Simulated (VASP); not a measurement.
# Be16CO in VASP: a series of runs

The runs below take Be16CO through single point, with PBE.

Program: VASP 6.6.1. These are calculated values, not measurements. Logs are shortened: lines on timing, memory, paths and dates and some standing lists are left out, and cuts for length are marked.

## Step 1: The cell of the first run

The cell holds a slab with vacuum, 18 atoms: a = 4.525 Å, b = 4.525 Å, c = 23.476 Å, α = 90.00°, β = 90.00°, γ = 120.00°.

## Step 2: Single point, PBE

Contents of INCAR:

```
SYSTEM = Be16CO
PREC = Accurate
ENCUT = 1000
EDIFF = 1E-6
ISMEAR = 0
SIGMA = 0.1
LREAL = Auto
LASPH = .True.
NELM = 120
ALGO = Normal
ISIF = 2
LWAVE = .False.
LCHARG = .False.
LDIPOL = .True.
IDIPOL = 3
DIPOL = 0.5 0.5 0.314
GGA = PE
NBANDS = 36
GGA_COMPAT = .False.
NELMDL = -8
```

Contents of KPOINTS:

```
regular mesh
0
Gamma
  6 6 1
  0 0 0
```

Contents of POSCAR:

```
Be16CO
1.0
    4.5254381410      0.0000000000      0.0000000000
   -2.2627190705      3.9191443934      0.0000000000
    0.0000000000      0.0000000000     23.4761687145
Be C O
16 1 1
Direct
    0.3333333333      0.1666666667      0.1703855535
    0.3333333333      0.6666666667      0.1703855535
    0.8333333333      0.1666666667      0.1703855535
    0.8333333333      0.6666666667      0.1703855535
    0.1666666667      0.3333333333      0.2463521558
    0.1666666667      0.8333333333      0.2463521558
    0.6666666667      0.3333333333      0.2463521558
    0.6666666667      0.8333333333      0.2463521558
    0.3333333333      0.1666666667      0.3241941575
    0.3333333333      0.6666666667      0.3241941575
    0.8333333333      0.1666666667      0.3241941575
    0.8333333333      0.6666666667      0.3241941575
    0.1666666667      0.3333333333      0.4036505628
    0.1666666667      0.8333333333      0.4036505628
    0.6666666667      0.3333333333      0.4036505628
    0.6666666667      0.8333333333      0.4036505628
    0.1666666667      0.3333333333      0.5088636421
    0.1666666667      0.3333333333      0.5582754526
```

Potentials or basis: VASP PAW PBE potentials, release 64 (Be, C_h, O_h).

The run is started by

```sh
> cat potpaw_PBE.64/Be/POTCAR potpaw_PBE.64/C_h/POTCAR potpaw_PBE.64/O_h/POTCAR > POTCAR
> mpirun -np 1 vasp_std > vasp.out
```

OUTCAR:

```text
SYSTEM = Be16CO
   PREC = Accurate
   ENCUT = 1000
   EDIFF = 1E-6
   ISMEAR = 0
   LREAL = Auto
   LASPH = .True.
   NELM = 120
   ISIF = 2
   GGA = PE
   NELMDL = -8

 ion  position               nearest neighbor table
   1  0.333  0.167  0.170-   5 2.21   7 2.21   6 2.21   3 2.26   3 2.26   2 2.26   2 2.26   4 2.26
                             4 2.26
   2  0.333  0.667  0.170-   6 2.21   8 2.21   5 2.21   4 2.26   4 2.26   3 2.26   1 2.26   1 2.26
                             3 2.26
   3  0.833  0.167  0.170-   7 2.21   5 2.21   8 2.21   1 2.26   1 2.26   2 2.26   4 2.26   4 2.26
                             2 2.26
   4  0.833  0.667  0.170-   8 2.21   6 2.21   7 2.21   2 2.26   2 2.26   1 2.26   3 2.26   3 2.26
                             1 2.26
   5  0.167  0.333  0.246-   1 2.21   3 2.21   2 2.21   9 2.25  11 2.25  10 2.25   7 2.26   7 2.26
                             6 2.26   6 2.26   8 2.26   8 2.26
   6  0.167  0.833  0.246-   2 2.21   4 2.21   1 2.21  10 2.25  12 2.25   9 2.25   8 2.26   8 2.26
                             7 2.26   5 2.26   5 2.26   7 2.26
   7  0.667  0.333  0.246-   3 2.21   1 2.21   4 2.21  11 2.25   9 2.25  12 2.25   5 2.26   5 2.26
                             6 2.26   8 2.26   8 2.26   6 2.26
   8  0.667  0.833  0.246-   4 2.21   2 2.21   3 2.21  12 2.25  10 2.25  11 2.25   6 2.26   6 2.26
                             5 2.26   7 2.26   7 2.26   5 2.26
   9  0.333  0.167  0.324-   5 2.25   7 2.25   6 2.25  11 2.26  11 2.26  12 2.26  10 2.26  10 2.26
                            12 2.26  13 2.28  15 2.28  14 2.28
  10  0.333  0.667  0.324-   6 2.25   8 2.25   5 2.25  12 2.26  12 2.26   9 2.26   9 2.26  11 2.26
                            11 2.26  14 2.28  16 2.28  13 2.28
  11  0.833  0.167  0.324-   7 2.25   5 2.25   8 2.25   9 2.26   9 2.26  12 2.26  12 2.26  10 2.26
                            10 2.26  15 2.28  13 2.28  16 2.28
  12  0.833  0.667  0.324-   8 2.25   6 2.25   7 2.25  10 2.26  10 2.26  11 2.26  11 2.26   9 2.26
                             9 2.26  16 2.28  14 2.28  15 2.28
  13  0.167  0.333  0.404-  15 2.26  15 2.26  16 2.26  14 2.26  14 2.26  16 2.26   9 2.28  11 2.28
                            10 2.28
  14  0.167  0.833  0.404-  16 2.26  16 2.26  13 2.26  13 2.26  15 2.26  15 2.26  10 2.28  12 2.28
                             9 2.28
  15  0.667  0.333  0.404-  13 2.26  13 2.26  16 2.26  16 2.26  14 2.26  14 2.26  11 2.28   9 2.28
                            12 2.28
  16  0.667  0.833  0.404-  14 2.26  14 2.26  15 2.26  15 2.26  13 2.26  13 2.26  12 2.28  10 2.28
                            11 2.28
  17  0.167  0.333  0.509-  18 1.16
  18  0.167  0.333  0.558-  17 1.16

  LATTYP: Found a hexagonal cell.
 ALAT       =     4.5254381410
 C/A-ratio  =     5.1876012848

  Lattice vectors:

 A1 = (   4.5254381410,   0.0000000000,   0.0000000000)
 A2 = (  -2.2627190705,   3.9191443934,   0.0000000000)
 A3 = (   0.0000000000,   0.0000000000,  23.4761687145)

Analysis of symmetry for initial positions (statically):
=====================================================================
 Subroutine PRICEL returns:
 Original cell was already a primitive cell.

 Routine SETGRP: Setting up the symmetry group for a
 hexagonal supercell.

 Subroutine GETGRP returns: Found  6 space group operations
 (whereof  2 operations were pure point group operations)
 out of a pool of 24 trial point group operations.

The static configuration has the point symmetry C_1h.
 The point group associated with its full space group is C_3v.

Analysis of symmetry for dynamics (positions and initial velocities):
=====================================================================
 Subroutine PRICEL returns:
 Original cell was already a primitive cell.

 Routine SETGRP: Setting up the symmetry group for a
 hexagonal supercell.

 Subroutine GETGRP returns: Found  6 space group operations
 (whereof  2 operations were pure point group operations)
 out of a pool of 24 trial point group operations.

The dynamic configuration has the point symmetry C_1h.
 The point group associated with its full space group is C_3v.

 Subroutine INISYM returns: Found  6 space group operations
 (whereof  2 operations are pure point group operations),
 and found     1 'primitive' translations

----------------------------------------------------------------------------------------

                                     Primitive cell

  volume of cell :     416.3697

  direct lattice vectors                    reciprocal lattice vectors
[... 61 lines left out ...]
     0.000000000  0.000000000  0.042596388     0.000000000  0.000000000  1.000000000

  Length of vectors
     0.042526289  0.042526289  0.042596388

  Shift w.r.t. Gamma in fractional coordinates (k-lattice)
     0.000000000  0.000000000  0.000000000

 Subroutine IBZKPT returns following result:
 ===========================================

 Found      7 irreducible k-points:

 Following reciprocal coordinates:
            Coordinates               Weight
  0.000000  0.000000  0.000000      1.000000
  0.166667  0.000000  0.000000      6.000000
  0.333333  0.000000  0.000000      6.000000
  0.500000  0.000000  0.000000      3.000000
  0.166667  0.166667  0.000000      6.000000
  0.333333  0.166667  0.000000     12.000000
  0.333333  0.333333  0.000000      2.000000
   k-points           NKPTS =      7   k-points in BZ     NKDIM =      7   number of bands    NBANDS=     36
   number of dos      NEDOS =    301   number of ions     NIONS =     18
   total plane-waves  NPLWV = 576000
   dimension x,y,z NGX =    48 NGY =   48 NGZ =  250
   dimension x,y,z NGXF=    96 NGYF=   96 NGZF=  500
   ions per type =              16   1   1
   NGX,Y,Z   is equivalent  to a cutoff of  17.63, 17.63, 17.70 a.u.
   NGXF,Y,Z  is equivalent  to a cutoff of  35.27, 35.27, 35.41 a.u.
 SYSTEM =  Be16CO
   PREC   = accura    normal or accurate (medium, high low for compatibility)
   ISTART =      0    job   : 0-new  1-cont  2-samecut
   ICHARG =      2    charge: 1-file 2-atom 10-const
   ISPIN  =      1    spin polarized calculation?
   LNONCOLLINEAR =      F non collinear calculations
   LSORBIT =      F    spin-orbit coupling
   LASPH  =      T    aspherical Exc in radial PAW
   ENCUT  = 1000.0 eV  73.50 Ry    8.57 a.u.  11.67 11.67 60.53*2*pi/ulx,y,z
   NELM   =    120;   NELMIN=  2; NELMDL= -8     # of ELM steps
   EDIFF  = 0.1E-05   stopping-criterion for ELM
   LREAL  =      T    real-space projection
   EDIFFG = 0.1E-04   stopping-criterion for IOM
   NSW    =      0    number of steps for IOM
   IBRION =     -1    ionic relax: 0-MD 1-quasi-New 2-CG
   NFREE  =      0    steps in history (QN), initial steepest desc. (CG)
   ISIF   =      2    stress and relaxation
   ISYM   =      2    0-nonsym 1-usesym 2-fastsym
   POTIM  = 0.5000    time-step for ionic-motion
   TEBEG  =    0.0;   TEEND  =   0.0 temperature during run
   PSTRESS=    0.0 pullay stress
   NELECT =      42.0000    total number of electrons
   NUPDOWN=      -1.0000    fix difference up-down
   EMIN   =  10.00;   EMAX   =-10.00  energy-range for DOS
   EFERMI =   0.00;   METHOD = LEGACY
   ISMEAR =     0;   SIGMA  =   0.10  broadening in eV -4-tet -1-fermi 0-gaus
   EFERMI_NEDOS =   21; number of points for ismear=-14 and -15
   IALGO  =     38    algorithm
   IMIX   =      4    mixing-type and parameters
     AMIX     =   0.40;   BMIX     =  1.00
     AMIX_MAG =   1.60;   BMIX_MAG =  1.00
  volume/ion in A,a.u.               =      23.13       156.10
  Fermi-wavevector in a.u.,A,eV,Ry     =   0.762076  1.440115  7.901715  0.580760
  Thomas-Fermi vector in A             =   1.861457
   LORBIT       =      0    0 simple, 1 ext, 2 COOP (PROOUT), +10 PAW based schemes
   GGA     = PE    functional components
   LHFCALC =     F    Hartree Fock is set to
   AEXX    =    0.0000 exact exchange contribution
   IVDW    =     0    specifies the selected vdW correction
   LEPSILON=     F    determine dielectric tensor
   LRPA    =     F    only Hartree local field effects (RPA)
 non-spin polarized calculation
 Gauss-broadening in eV      SIGMA  =   0.10
  energy-cutoff  :     1000.00
  volume of cell :      416.37
 maximum number of plane-waves:     29968
 NGX is ok and might be reduce to    48
   NGX = 23   NGY = 23   NGZ =121

 dipolmoment           0.000000      0.000000      0.155834 electrons x Angstroem

 number of electron      42.0000000 magnetization

 dipolmoment           0.000000      0.000000     -0.022876 electrons x Angstroem

 Free energy of the ion-electron system (eV)
  ---------------------------------------------------
  ext. energy  EPLUGINS =         0.00000000
  ---------------------------------------------------
  free energy    TOTEN  =       -70.98738078 eV

  energy without entropy =      -70.94365899  energy(sigma->0) =      -70.96551988

 E-fermi :  -1.2113     XC(G=0):  -4.7694

 val. band max:       -1.2469567946   @ k =   0.5000   0.0000   0.0000
 cond. band min:      -1.2058604754   @ k =   0.3333   0.0000   0.0000
 fundamental gap:      0.0410963192
 Fermi energy:        -1.2113197106

 k-point     1 :       0.0000    0.0000    0.0000
  band No.  band energies     occupation
      1     -25.2096      2.00000
      2     -11.2440      2.00000
      3     -10.5193      2.00000
      4      -9.8638      2.00000
      5      -7.8924      2.00000
      6      -7.8374      2.00000
[... 241 lines left out ...]
     32       4.3600      0.00000
     33       4.3998      0.00000
 [bands above 33 left out]

------------------------ aborting loop because EDIFF is reached ----------------------------------------

 vacuum level on the upper side and lower side of the slab       (xc-potential included)        -0.282        -0.043

  FORCE on cell =-STRESS in cart. coord.  units (eV):
  Direction    XX          YY          ZZ          XY          YZ          ZX
  --------------------------------------------------------------------------------------
  -------------------------------------------------------------------------------------
  Total       -6.3874935     -6.3874935     -2.1347999      0.0000000     -0.0000000      0.0000000
  in kB      -24.5788714    -24.5788714     -8.2146421      0.0000000     -0.0000000      0.0000000
  external PRESSURE =     -19.1241283 kB  Pullay stress =       0.0000000 kB

 VOLUME and BASIS-vectors are now :
 -----------------------------------------------------------------------------
  energy-cutoff  :     1000.00
  volume of cell :      416.37
      direct lattice vectors                 reciprocal lattice vectors
     4.525438141  0.000000000  0.000000000     0.220973079  0.127578867  0.000000000
    -2.262719071  3.919144393  0.000000000     0.000000000  0.255157733  0.000000000
     0.000000000  0.000000000 23.476168715     0.000000000  0.000000000  0.042596388

 POSITION                                       TOTAL-FORCE (eV/Angst)
 -----------------------------------------------------------------------------------
      1.13136      0.65319      4.00000        -0.009643      0.005567     -0.202039
     -0.00000      2.61276      4.00000         0.000000     -0.011135     -0.202039
      3.39408      0.65319      4.00000         0.009643      0.005567     -0.202039
      2.26272      2.61276      4.00000         0.000000      0.000000     -0.226614
      0.00000      1.30638      5.78340         0.000000      0.000000      0.363563
     -1.13136      3.26595      5.78340         0.000196      0.000113      0.239624
[... 10 lines left out ...]
      0.00000      1.30638     11.94617         0.000000      0.000000      1.787840
      0.00000      1.30638     13.10617         0.000000      0.000000     -1.973068
 -----------------------------------------------------------------------------------
    total drift:                               -0.000000      0.000000     -0.037859

  FREE ENERGIE OF THE ION-ELECTRON SYSTEM (eV)
  ---------------------------------------------------
  free  energy   TOTEN  =       -70.9873807814 eV

  energy  without entropy=      -70.9436589859  energy(sigma->0) =      -70.96551988

 vacuum level on the upper side and lower side of the slab         3.810         4.050
```

Run time: 14 min. Hardware: 1 thread of Intel Xeon Platinum 8375C at 2.90GHz (Ice Lake), shared host; peak memory 1.1 GiB.

What came out:

```
Free energy            : -70.9874 eV
Largest force          : 1.973 eV/Å
Band gap on the k mesh : zero (bands 21 and 22 overlap by 1.99 eV)
```

Forces on the atoms (eV/Å):
```
Be  -0.010  0.006 -0.202
Be   0.000 -0.011 -0.202
Be   0.010  0.006 -0.202
Be   0.000  0.000 -0.227
Be   0.000  0.000  0.364
Be   0.000  0.000  0.240
Be   0.000  0.000  0.240
Be   0.000  0.000  0.240
Be   0.149 -0.086  0.019
Be   0.000  0.172  0.019
Be  -0.149 -0.086  0.019
Be   0.000  0.000 -0.173
Be   0.000  0.000  0.903
Be   0.018  0.010 -0.284
Be   0.000 -0.020 -0.284
Be  -0.018  0.010 -0.284
C    0.000  0.000  1.788
O    0.000  0.000 -1.973
```

(Continued in part 2 of 2.)

The gap in the log of VASP goes by the Fermi energy; the results here count the filled bands.